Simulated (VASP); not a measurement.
A run of VASP 6.6.1 is set up as follows.

Contents of INCAR:

```
SYSTEM = W14S27
  PREC = Accurate
  ENCUT = 520
  EDIFF = 1E-6
  ISMEAR = 0
  SIGMA = 0.01
  LREAL = Auto
  LASPH = .True.
  NELM = 100
  ALGO = Normal
  ISIF = 2
  LWAVE = .False.
  LCHARG = .True.
  GGA = PE
  IVDW = 12
  LELF = .True.
  LVHAR = .True.
  NBANDS = 205
  NELECT = 356.0
```

KPOINTS

```
Automatic mesh
0
Gamma
  2 2 2
  0 0 0
```

File POSCAR:

```
W14S27
1.0
   -1.5770698836     -8.1946954965      0.0000000000
    7.8853494180      2.7315651655      0.0000000000
    0.0000000000      0.0000000000     12.1450302921
W S
14 27
Direct
    0.4761904762      0.0952380952      0.7491685676
    0.6187123734      0.5248835007      0.7493799298
    0.1901037667      0.2391043536      0.7492644838
    0.7633139844      0.9527161980      0.7493799298
    0.3323242179      0.6652851275      0.7492644838
    0.9061434440      0.3813248047      0.7492644838
    0.0465450707      0.8081145870      0.7493799298
    0.6624187251      0.3270143466      0.2527818153
    0.8095238095      0.7619047619      0.2472062416
    0.3814248401      0.4743140428      0.2498744218
    0.9500320599      0.1900037313      0.2498744218
    0.5217384786      0.9090098463      0.2527818153
    0.0971145286      0.6213965116      0.2498744218
    0.2444142249      0.0496900928      0.2527818153
    0.6166559186      0.5143926520      0.1208725933
    0.1946247367      0.2356216035      0.1214551837
    0.7548795905      0.9547726529      0.1208725933
    0.3358069679      0.6732888474      0.1214551837
    0.8981397240      0.3768038348      0.1214551837
    0.0570359195      0.8165489809      0.1208725933
    0.6668934469      0.3336357342      0.6202182771
    0.8095238095      0.7619047619      0.6195684368
    0.3811067809      0.4762015395      0.6194826717
    0.9522376157      0.1903217905      0.6194826717
    0.5238851445      0.9045351245      0.6202182771
    0.0952270320      0.6191909558      0.6194826717
    0.2377928372      0.0475434270      0.6202182771
    0.4761904762      0.0952380952      0.3834456986
    0.6217747106      0.5241828454      0.3789388182
    0.1899461605      0.2360002691      0.3799496431
    0.7595509920      0.9496538609      0.3789388182
    0.3354283024      0.6682316057      0.3799496431
    0.9031969657      0.3814824109      0.3799496431
    0.0472457260      0.8118775794      0.3789388182
    0.6669986940      0.3336491718      0.8784990669
    0.8095238095      0.7619047619      0.8795733852
    0.3809313585      0.4760564750      0.8795814835
    0.9522679736      0.1904972129      0.8795814835
    0.5237933350      0.9044298774      0.8784990669
    0.0953720965      0.6191605978      0.8795814835
    0.2377793996      0.0476352365      0.8784990669
```

Potentials or basis: VASP PAW PBE potentials, release 64 (W_sv, S).

Command:

```bash
$ cat potpaw_PBE.64/W_sv/POTCAR potpaw_PBE.64/S/POTCAR > POTCAR
$ mpirun -np 1 vasp_std > vasp.out
```

**Question.** Estimate the largest force.

**Answer.** 0.015 eV/Å.

**Question.** Estimate the dispersion energy per atom.

**Answer.** -0.426 eV.

Forces on the atoms (eV/Å):
```
W    0.000  0.000  0.012
W   -0.004 -0.014  0.003
W   -0.009  0.001  0.003
W   -0.010  0.010  0.003
W    0.004 -0.008  0.003
W    0.005  0.007  0.003
W    0.014  0.004  0.003
W    0.003  0.006  0.003
W    0.000  0.000 -0.002
W    0.001 -0.004 -0.005
W   -0.004  0.001 -0.005
W    0.004 -0.006  0.003
W    0.003  0.003 -0.005
W   -0.007  0.000  0.003
S   -0.001  0.005 -0.002
S    0.001  0.001 -0.005
S    0.004 -0.002 -0.002
S   -0.001  0.001 -0.005
S    0.000 -0.002 -0.005
S   -0.004 -0.003 -0.002
S    0.003 -0.001 -0.004
S    0.000  0.000 -0.001
S   -0.001  0.003  0.001
S    0.003 -0.001  0.001
S   -0.002 -0.002 -0.004
S   -0.002 -0.002  0.001
S   -0.001  0.003 -0.004
S    0.000  0.000  0.004
S   -0.001  0.001  0.000
S   -0.001  0.001  0.001
S    0.001  0.000  0.000
S    0.000 -0.001  0.001
S    0.001  0.000  0.001
S   -0.001 -0.001  0.000
S    0.001  0.000  0.001
S    0.000  0.000  0.000
S   -0.001  0.000 -0.001
S    0.001  0.001 -0.001
S    0.000 -0.001  0.001
S    0.000 -0.001 -0.001
S   -0.001  0.000  0.001
```

Caveat: the k points lie up to 0.43 Å⁻¹ apart, too coarse for converged energies and pressures of a metal; the cell carries a net charge on a neutralising background, which shifts energy and pressure; the cell differs from its parent crystal (atoms taken out, then relaxed in part).
